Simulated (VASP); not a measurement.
# Ta2SiO2 (P-3m1) in VASP: a series of runs

Runs on Ta2SiO2. Level: PBE. Tasks: single point, relaxation of cell and atoms.

Everything below comes from runs of VASP 6.6.1. Logs are shortened: lines on timing, memory, paths and dates and some standing lists are left out, and cuts for length are marked.

**1. The cell of the first run**

The structure is trigonal, space group P-3m1 (No. 164). The conventional cell has a = 2.916 Å, b = 2.916 Å, c = 9.635 Å, α = 90.00°, β = 90.00°, γ = 120.00°. Ta (site symmetry 3m) has 3 O at 2.12 Å within 2.8 Å. Within 3.7 Å of Si (site symmetry -3m) lie 6 O at 2.84 Å and 6 Si at 2.92 Å. O (site symmetry 3m) has 3 Ta at 2.12 Å within 2.8 Å.

**2. Single point, PBE**

INCAR

```
SYSTEM = Ta2SiO2
  PREC = Accurate
  ENCUT = 520
  EDIFF = 1E-7
  ISMEAR = 0
  SIGMA = 0.1
  LREAL = .False.
  LASPH = .True.
  NELM = 100
  ALGO = Normal
  ISIF = 2
  LWAVE = .False.
  LCHARG = .False.
  GGA = PE
  NBANDS = 27
```

KPOINTS

```
regular mesh
0
Gamma
  12 12 4
  0 0 0
```

POSCAR

```
Ta2SiO2
1.0
    2.9164511025      0.0000000000      0.0000000000
   -1.4582255512      2.5257207437      0.0000000000
    0.0000000000      0.0000000000      9.6353623289
Ta Si O
2 1 2
Direct
    0.6666666667      0.3333333333      0.6282509925
    0.3333333333      0.6666666667      0.3717490075
    0.0000000000      0.0000000000      0.0000000000
    0.3333333333      0.6666666667      0.7620240074
    0.6666666667      0.3333333333      0.2379759926
```

Potentials or basis: VASP PAW PBE potentials, release 64 (Ta_pv, Si, O).

Run with:

```console
$ cat potpaw_PBE.64/Ta_pv/POTCAR potpaw_PBE.64/Si/POTCAR potpaw_PBE.64/O/POTCAR > POTCAR
$ mpirun -np 1 vasp_std > vasp.out
```

OUTCAR:

```text
SYSTEM = Ta2SiO2
   PREC = Accurate
   ENCUT = 520
   EDIFF = 1E-7
   ISMEAR = 0
   LREAL = .False.
   LASPH = .True.
   NELM = 100
   ISIF = 2
   GGA = PE

 ion  position               nearest neighbor table
   1  0.667  0.333  0.628-   4 2.12   4 2.12   4 2.12   2 2.99   2 2.99   2 2.99
   2  0.333  0.667  0.372-   5 2.12   5 2.12   5 2.12   1 2.99   1 2.99   1 2.99
   3  0.000  0.000  0.000-
   4  0.333  0.667  0.762-   1 2.12   1 2.12   1 2.12
   5  0.667  0.333  0.238-   2 2.12   2 2.12   2 2.12

  LATTYP: Found a hexagonal cell.
 ALAT       =     2.9164511025
 C/A-ratio  =     3.3037969746

  Lattice vectors:

 A1 = (   2.9164511025,   0.0000000000,   0.0000000000)
 A2 = (  -1.4582255512,   2.5257207437,   0.0000000000)
 A3 = (   0.0000000000,   0.0000000000,   9.6353623289)

Analysis of symmetry for initial positions (statically):
=====================================================================
 Subroutine PRICEL returns:
 Original cell was already a primitive cell.

 Routine SETGRP: Setting up the symmetry group for a
 hexagonal supercell.

 Subroutine GETGRP returns: Found 12 space group operations
 (whereof 12 operations were pure point group operations)
 out of a pool of 24 trial point group operations.

The static configuration has the point symmetry D_3d.

Analysis of symmetry for dynamics (positions and initial velocities):
=====================================================================
 Subroutine PRICEL returns:
 Original cell was already a primitive cell.

 Routine SETGRP: Setting up the symmetry group for a
 hexagonal supercell.

 Subroutine GETGRP returns: Found 12 space group operations
 (whereof 12 operations were pure point group operations)
 out of a pool of 24 trial point group operations.

The dynamic configuration has the point symmetry D_3d.

 Subroutine INISYM returns: Found 12 space group operations
 (whereof 12 operations are pure point group operations),
 and found     1 'primitive' translations

----------------------------------------------------------------------------------------

                                     Primitive cell

  volume of cell :      70.9754

  direct lattice vectors                    reciprocal lattice vectors
     2.916451102  0.000000000  0.000000000     0.342882485  0.197963295  0.000000000
    -1.458225551  2.525720744  0.000000000     0.000000000  0.395926589  0.000000000
     0.000000000  0.000000000  9.635362329     0.000000000  0.000000000  0.103784369

  length of vectors
     2.916451102  2.916451103  9.635362329     0.395926589  0.395926589  0.103784369

  position of ions in fractional coordinates (direct lattice)
     0.666666667  0.333333333  0.628250992
     0.333333333  0.666666667  0.371749008
     0.000000000  0.000000000  0.000000000
     0.333333333  0.666666667  0.762024007
     0.666666667  0.333333333  0.237975993

  ion indices of the primitive-cell ions
   primitive index   ion index
                 1           1
                 2           2
                 3           3
                 4           4
                 5           5

----------------------------------------------------------------------------------------

 KPOINTS: regular mesh

Automatic generation of k-mesh.
 Grid dimensions read from file:
 generate k-points for:   12   12    4

 Generating k-lattice:

  Cartesian coordinates                     Fractional coordinates (reciprocal lattice)
     0.028573540  0.016496941  0.000000000     0.083333333  0.000000000  0.000000000
     0.000000000  0.032993882  0.000000000     0.000000000  0.083333333  0.000000000
     0.000000000  0.000000000  0.025946092     0.000000000  0.000000000  0.250000000

  Length of vectors
     0.032993882  0.032993882  0.025946092

  Shift w.r.t. Gamma in fractional coordinates (k-lattice)
     0.000000000  0.000000000  0.000000000

 Subroutine IBZKPT returns following result:
 ===========================================

 Found     69 irreducible k-points:

 Following reciprocal coordinates:
            Coordinates               Weight
[... 42 lines left out ...]

  energy without entropy =      -44.31525721  energy(sigma->0) =      -44.32020519

 E-fermi :   5.7415     XC(G=0): -11.5452

 val. band max:        5.7299857117   @ k =   0.3333   0.0833   0.5000
 cond. band min:       5.7548587418   @ k =   0.0000   0.3333   0.2500
 fundamental gap:      0.0248730301
 Fermi energy:         5.7414700586

 k-point     1 :       0.0000    0.0000    0.0000
  band No.  band energies     occupation
      1     -29.0023      2.00000
      2     -28.5143      2.00000
      3     -28.2359      2.00000
      4     -28.2359      2.00000
      5     -28.1772      2.00000
      6     -28.1772      2.00000
[... 19 lines left out ...]
     26      10.6203      0.00000
     27      10.6203      0.00000

 k-point     2 :       0.0833   -0.0000    0.0000
  band No.  band energies     occupation
      1     -28.9813      2.00000
      2     -28.5248      2.00000
      3     -28.2936      2.00000
      4     -28.2541      2.00000
      5     -28.2535      2.00000
      6     -28.1913      2.00000
[... 19 lines left out ...]
     26      10.5286      0.00000
     27      10.7759      0.00000

 k-point     3 :       0.1667    0.0000    0.0000
  band No.  band energies     occupation
      1     -28.9233      2.00000
      2     -28.6128      2.00000
      3     -28.4610      2.00000
      4     -28.3846      2.00000
      5     -28.3030      2.00000
      6     -28.2304      2.00000
[... 19 lines left out ...]
     26      10.5572      0.00000
     27      10.8410      0.00000

 k-point     4 :       0.2500    0.0000    0.0000
  band No.  band energies     occupation
      1     -28.8548      2.00000
      2     -28.8340      2.00000
      3     -28.7117      2.00000
      4     -28.4089      2.00000
      5     -28.3682      2.00000
      6     -28.2843      2.00000
[... 19 lines left out ...]
     26      10.7133      0.00000
     27      10.9958      0.00000
[... 516 lines left out ...]
      4     -28.2541      2.00000
      5     -28.2536      2.00000
      6     -28.1913      2.00000
[... 19 lines left out ...]
     26      10.6448      0.00000
     27      10.7850      0.00000

 k-point    23 :       0.1667    0.0000    0.2500
  band No.  band energies     occupation
      1     -28.9233      2.00000
      2     -28.6128      2.00000
      3     -28.4610      2.00000
      4     -28.3846      2.00000
      5     -28.3030      2.00000
      6     -28.2304      2.00000
[... 19 lines left out ...]
     26      10.5786      0.00000
     27      10.6409      0.00000

 k-point    24 :       0.0000    0.1667    0.2500
  band No.  band energies     occupation
      1     -28.9233      2.00000
      2     -28.6128      2.00000
      3     -28.4610      2.00000
      4     -28.3846      2.00000
      5     -28.3030      2.00000
      6     -28.2304      2.00000
[... 19 lines left out ...]
     26      10.5483      0.00000
     27      10.9480      0.00000

 [... further k-points ...]
[... 5 lines left out ...]
  --------------------------------------------------------------------------------------
  -------------------------------------------------------------------------------------
  Total        0.1604707      0.1604707      0.1079146      0.0000000      0.0000000      0.0000000
  in kB        3.6224165      3.6224165      2.4360315      0.0000000      0.0000000      0.0000000
  external PRESSURE =       3.2269548 kB  Pullay stress =       0.0000000 kB

 VOLUME and BASIS-vectors are now :
 -----------------------------------------------------------------------------
  energy-cutoff  :      520.00
  volume of cell :       70.98
      direct lattice vectors                 reciprocal lattice vectors
     2.916451102  0.000000000  0.000000000     0.342882485  0.197963295  0.000000000
    -1.458225551  2.525720744  0.000000000     0.000000000  0.395926589  0.000000000
     0.000000000  0.000000000  9.635362329     0.000000000  0.000000000  0.103784369

 POSITION                                       TOTAL-FORCE (eV/Angst)
 -----------------------------------------------------------------------------------
      1.45823      0.84191      6.05343        -0.000000      0.000000     -0.072328
     -0.00000      1.68381      3.58194         0.000000     -0.000000      0.072328
      0.00000      0.00000      0.00000         0.000000      0.000000      0.000000
     -0.00000      1.68381      7.34238        -0.000000      0.000000      0.081544
      1.45823      0.84191      2.29298         0.000000     -0.000000     -0.081544
 -----------------------------------------------------------------------------------
    total drift:                                0.000000     -0.000000     -0.000000

  FREE ENERGIE OF THE ION-ELECTRON SYSTEM (eV)
  ---------------------------------------------------
  free  energy   TOTEN  =       -44.3251531674 eV

  energy  without entropy=      -44.3152572110  energy(sigma->0) =      -44.32020519
```

Run time: 66 s. Hardware: 1 thread of Intel Xeon 6975P-C (Granite Rapids), shared host; peak memory 0.27 GiB.

What came out:

```
Free energy            : -44.3252 eV
Pressure               : 0.3 GPa
Largest force          : 0.082 eV/Å
Band gap on the k mesh : zero (band 19 reaches 6.89 eV, above the bottom of band 20 at 4.46 eV)
```

Forces in eV/Å, atoms in the order of the input:
```
Ta   0.000  0.000 -0.072
Ta   0.000  0.000  0.072
Si   0.000  0.000  0.000
O    0.000  0.000  0.082
O    0.000  0.000 -0.082
```

Levels at points of the mesh, in eV from the Fermi level:
| k point | band 17 | band 18 | band 19 | band 20 | band 21 | band 22 |
| --- | --- | --- | --- | --- | --- | --- |
| (0.00, 0.00, 0.00) | -2.13 | 0.75 | 1.15 | 1.15 | 1.40 | 1.75 |
| (0.50, 0.00, 0.00) | -2.37 | -1.48 | -1.17 | 0.45 | 2.69 | 2.89 |
| (0.00, 0.00, 0.50) | -0.54 | -0.34 | 1.15 | 1.15 | 1.66 | 1.75 |
| (0.50, 0.00, 0.50) | -2.41 | -1.28 | -1.01 | 0.44 | 2.60 | 2.92 |

Caveat: spin-orbit coupling is left out, which moves the levels of the heavy elements.

**3. Relaxation of cell and atoms, PBE**

This run uses another cell than the first one, of 14.31 Å³/atom, 1.008 times its volume.

INCAR

```
SYSTEM = Ta2SiO2
PREC = Accurate ; ENCUT = 600
EDIFF = 1E-7 ; ISMEAR = 0
SIGMA = 0.1 ; LREAL = .FALSE.
LASPH = .TRUE. ; NELM = 100
ALGO = Normal ; ISIF = 3
LWAVE = .FALSE. ; LCHARG = .FALSE.
GGA = PE ; IBRION = 2
NSW = 100 ; EDIFFG = -0.01
```

KPOINTS

```
regular mesh
0
G
  12 12 4
  0 0 0
```

POSCAR

```
Ta2SiO2
1.0
    2.9207084968      0.0000000000      0.0000000000
   -1.4603542484      2.5294077553      0.0000000000
    0.0000000000      0.0000000000      9.6836454759
Ta Si O
2 1 2
Direct
    0.6666666667      0.3333333333      0.6272995054
    0.3333333333      0.6666666667      0.3727004946
    0.0000000000      0.0000000000      0.0000000000
    0.3333333333      0.6666666667      0.7593873970
    0.6666666667      0.3333333333      0.2406126030
```

Potentials or basis: VASP PAW PBE potentials, release 64 (Ta_pv, Si, O).

Run with:

```console
$ cat potpaw_PBE.64/Ta_pv/POTCAR potpaw_PBE.64/Si/POTCAR potpaw_PBE.64/O/POTCAR > POTCAR
$ mpirun -np 1 vasp_std > vasp.out
```

Wall time 7.2 min (1 thread of Intel Xeon 6975P-C (Granite Rapids), shared host); peak memory 0.3 GiB.

It converged, with:

- Free energy: -44.3318 eV
- Relaxed volume: 14.14 Å³/atom
- Relaxed cell: a = 2.916 Å, b = 2.916 Å, c = 9.600 Å, α = 90.00°, β = 90.00°, γ = 120.00°
- Space group after relaxing (to 0.05 Å): P-3m1 (No. 164)
- Energy gained by relaxing: 0.9 meV/atom
- Ionic steps: 11
- Pressure after relaxing: 0.1 GPa
- Largest force after relaxing: 0.009 eV/Å
- Band gap on the k mesh: zero (band 19 reaches 6.93 eV, above the bottom of band 20 at 4.51 eV)

Forces on the atoms (eV/Å):
```
Ta   0.000  0.000 -0.009
Ta   0.000  0.000  0.009
Si   0.000  0.000  0.000
O    0.000  0.000  0.003
O    0.000  0.000 -0.003
```

Step by step:
```csv
step,energy change (eV),largest force (eV/Å),pressure (GPa),volume (Å³)
1,0.0000,0.1676,0.28,71.54
2,0.0005,0.2085,-1.05,71.80
3,-0.0009,0.0565,-0.32,71.66
4,-0.0017,0.0632,-0.07,71.45
5,-0.0021,0.0894,0.29,71.17
6,-0.0026,0.0739,0.25,71.14
7,-0.0036,0.0285,0.13,71.03
8,-0.0044,0.0604,-0.09,70.83
9,-0.0046,0.0149,-0.07,70.74
10,-0.0046,0.0105,-0.07,70.72
11,-0.0046,0.0095,0.05,70.68
```

Final structure:
```xyz
5
Lattice="2.9158 0.0000 0.0000 -1.4579 2.5252 0.0000 0.0000 0.0000 9.5996" Properties=species:S:1:pos:R:3 pbc="T T T"
Ta    1.4579    0.8417    6.0353
Ta    0.0000    1.6834    3.5643
Si    0.0000    0.0000    0.0000
O     0.0000    1.6834    7.3307
O     1.4579    0.8417    2.2688
```

Levels at points of the mesh, in eV from the Fermi level:
| k point | band 15 | band 16 | band 17 | band 18 | band 19 | band 20 | band 21 | band 22 | band 23 |
| --- | --- | --- | --- | --- | --- | --- | --- | --- | --- |
| (0.00, 0.00, 0.00) | -4.09 | -2.83 | -2.14 | 0.72 | 1.14 | 1.14 | 1.44 | 1.73 | 1.73 |
| (0.50, 0.00, 0.00) | -4.26 | -2.79 | -2.37 | -1.52 | -1.18 | 0.45 | 2.73 | 2.87 | 4.78 |
| (0.00, 0.00, 0.50) | -4.09 | -3.81 | -0.56 | -0.31 | 1.14 | 1.14 | 1.69 | 1.73 | 1.73 |
| (0.50, 0.00, 0.50) | -4.27 | -3.04 | -2.42 | -1.29 | -1.03 | 0.44 | 2.64 | 2.90 | 4.44 |

Caveat: spin-orbit coupling is left out, which moves the levels of the heavy elements.

**4. Single point, PBE, collinear spin, ferromagnetic start**

This run uses another cell than the first one, of 14.31 Å³/atom, 1.008 times its volume.

INCAR

```
SYSTEM = Ta2SiO2
ALGO = Normal ; EDIFF = 1E-7
ENCUT = 520 ; GGA = PE
ISIF = 2 ; ISMEAR = 0
ISPIN = 2 ; LASPH = .True.
LCHARG = .True. ; LELF = .True.
LMAXMIX = 4 ; LORBIT = 11
LREAL = .False. ; LVHAR = .True.
LWAVE = .False. ; MAGMOM = 1 1 0 0 0
NBANDS = 31 ; NELM = 150
PREC = Accurate ; SIGMA = 0.1
```

KPOINTS

```
k-points
0
Gamma
  6 6 2
  0 0 0
```

POSCAR is that of step 3.

Run with:

```console
$ cat potpaw_PBE.64/Ta_pv/POTCAR potpaw_PBE.64/Si/POTCAR potpaw_PBE.64/O/POTCAR > POTCAR
$ mpirun -np 1 vasp_std > vasp.out
```

It took 42 s on 1 thread of Intel Xeon 6975P-C (Granite Rapids), shared host; peak memory 0.25 GiB.

The run converged. Its results:

```
Free energy                                           : -44.3784 eV
Pressure                                              : 0.4 GPa
Largest force                                         : 0.181 eV/Å
Band gap on the k mesh                                : zero (filled and empty bands overlap)
Net moment                                            : 0.00 μB per cell
Valence electrons inside the program's atomic spheres : Ta 8.90; Si 1.45; O 5.00
```

Forces in eV/Å, atoms in the order of the input:
```
Ta   0.000  0.000 -0.181
Ta   0.000  0.000  0.181
Si   0.000  0.000  0.000
O    0.000  0.000  0.139
O    0.000  0.000 -0.139
```

Stress tensor (GPa, compression positive):
```
0.28 0.00 0.00
0.00 0.28 0.00
0.00 0.00 0.77
```

Levels at points of the mesh, in eV from the Fermi level:
Spin up:
| k point | band 16 | band 17 | band 18 | band 19 | band 20 | band 21 | band 22 | band 23 |
| --- | --- | --- | --- | --- | --- | --- | --- | --- |
| (0.00, 0.00, 0.00) | -2.91 | -2.15 | 0.75 | 1.08 | 1.08 | 1.29 | 1.71 | 1.71 |
| (0.50, 0.00, 0.00) | -2.93 | -2.41 | -1.47 | -1.21 | 0.41 | 2.59 | 2.84 | 4.73 |
| (0.00, 0.00, 0.50) | -3.82 | -0.56 | -0.40 | 1.08 | 1.08 | 1.59 | 1.71 | 1.71 |
| (0.50, 0.00, 0.50) | -3.14 | -2.44 | -1.33 | -1.03 | 0.40 | 2.50 | 2.87 | 4.41 |
Spin down:
```tsv
k point	band 15	band 16	band 17	band 18	band 19	band 20	band 21	band 22	band 23	band 24
(0.00, 0.00, 0.00)	-4.20	-2.91	-2.15	0.75	1.08	1.08	1.29	1.71	1.71	4.67
(0.50, 0.00, 0.00)	-4.34	-2.93	-2.41	-1.47	-1.21	0.41	2.59	2.84	4.73	4.74
(0.00, 0.00, 0.50)	-4.20	-3.82	-0.56	-0.40	1.08	1.08	1.59	1.71	1.71	4.64
(0.50, 0.00, 0.50)	-4.35	-3.14	-2.44	-1.33	-1.03	0.40	2.50	2.87	4.41	4.66
```

Caveat: the k points lie up to 0.41 Å⁻¹ apart; spin-orbit coupling is left out, which moves the levels of the heavy elements.

**5. Single point, PBE**

INCAR

```
PREC = Accurate
ENCUT = 600
EDIFF = 1E-6
ISMEAR = 0
SIGMA = 0.1
LREAL = False
LASPH = True
NELM = 120
ALGO = Normal
ISIF = 2
LWAVE = False
LCHARG = True
GGA = PE
LELF = True
LVHAR = True
NBANDS = 29
GGA_COMPAT = False
```

KPOINTS

```
Automatic mesh
0
Gamma
  12 12 4
```

POSCAR

```
Ta2SiO2
1.0
    2.9164511025      0.0000000000      0.0000000000
   -1.4582255512      2.5257207437      0.0000000000
    0.0000000000      0.0000000000      9.6353623289
Ta Si O
2 1 2
Direct
    0.6666666667      0.3333333333      0.6282509925
    0.3333333333      0.6666666667      0.3717490075
    0.0000000000      0.0000000000      0.0000000000
    0.3333333333      0.6666666667      0.7620240074
    0.6666666667      0.3333333333      0.2379759926
```

Potentials or basis: VASP PAW PBE potentials, release 64 (Ta_sv_GW, Si, O).

Run with:

```console
$ cat potpaw_PBE.64/Ta_sv_GW/POTCAR potpaw_PBE.64/Si/POTCAR potpaw_PBE.64/O/POTCAR > POTCAR
$ mpirun -np 1 vasp_std > vasp.out
```

It took 1.9 min on 1 thread of Intel Xeon Platinum 8488C (Sapphire Rapids), shared host; peak memory 0.32 GiB.

Results (log left out):

```
Free energy            : -49.3552 eV
Pressure               : -0.1 GPa
Largest force          : 0.046 eV/Å
Band gap on the k mesh : zero (band 21 reaches 9.44 eV, above the bottom of band 22 at 7.02 eV)
```

Forces on the atoms (eV/Å):
```
Ta   0.000  0.000 -0.046
Ta   0.000  0.000  0.046
Si   0.000  0.000  0.000
O    0.000  0.000  0.043
O    0.000  0.000 -0.043
```

Levels at points of the mesh, in eV from the Fermi level:
```
           k point  band 19  band 20  band 21  band 22  band 23  band 24
(0.00, 0.00, 0.00)    -2.13     0.74     1.14     1.14     1.39     1.75
(0.50, 0.00, 0.00)    -2.37    -1.48    -1.17     0.46     2.69     2.88
(0.00, 0.00, 0.50)    -0.55    -0.34     1.14     1.14     1.66     1.74
(0.50, 0.00, 0.50)    -2.41    -1.28    -1.01     0.45     2.60     2.91
```

Caveat: spin-orbit coupling is left out, which moves the levels of the heavy elements.

**6. Summary**

| task | potentials or basis | spin | cell | k mesh | cutoff (eV) | second run | gap on the mesh (eV) | pressure (GPa) | largest force (eV/Å) |
| --- | --- | --- | --- | --- | --- | --- | --- | --- | --- |
| single point | VASP PAW PBE potentials, release 64 (Ta_pv, Si, O) | off | a = 2.916, b = 2.916, c = 9.635 Å, angles 90.0, 90.0, 120.0°, 5 atoms | 12 × 12 × 4 | 520 | - | none | 0.3 | 0.08 |
| relaxation of cell and atoms | VASP PAW PBE potentials, release 64 (Ta_pv, Si, O) | off | relaxed from a = 2.921, b = 2.921, c = 9.684 Å, angles 90.0, 90.0, 120.0°, 5 atoms | 12 × 12 × 4 | 600 | - | none | 0.1 | 0.01 |
| single point | VASP PAW PBE potentials, release 64 (Ta_pv, Si, O) | collinear, ferromagnetic start | a = 2.921, b = 2.921, c = 9.684 Å, angles 90.0, 90.0, 120.0°, 5 atoms | 6 × 6 × 2 | 520 | - | none | 0.4 | 0.18 |
| single point | VASP PAW PBE potentials, release 64 (Ta_sv_GW, Si, O) | off | a = 2.916, b = 2.916, c = 9.635 Å, angles 90.0, 90.0, 120.0°, 5 atoms | 12 × 12 × 4 | 600 | valence_matched | none | -0.1 | 0.05 |

Alike in all rows: level PBE; smearing gaussian 0.1 eV.

Caveats: some runs use coarse meshes; spin-orbit coupling is left out, which moves the levels of the heavy elements.

Absolute energies hang on the potentials; compare differences alone.
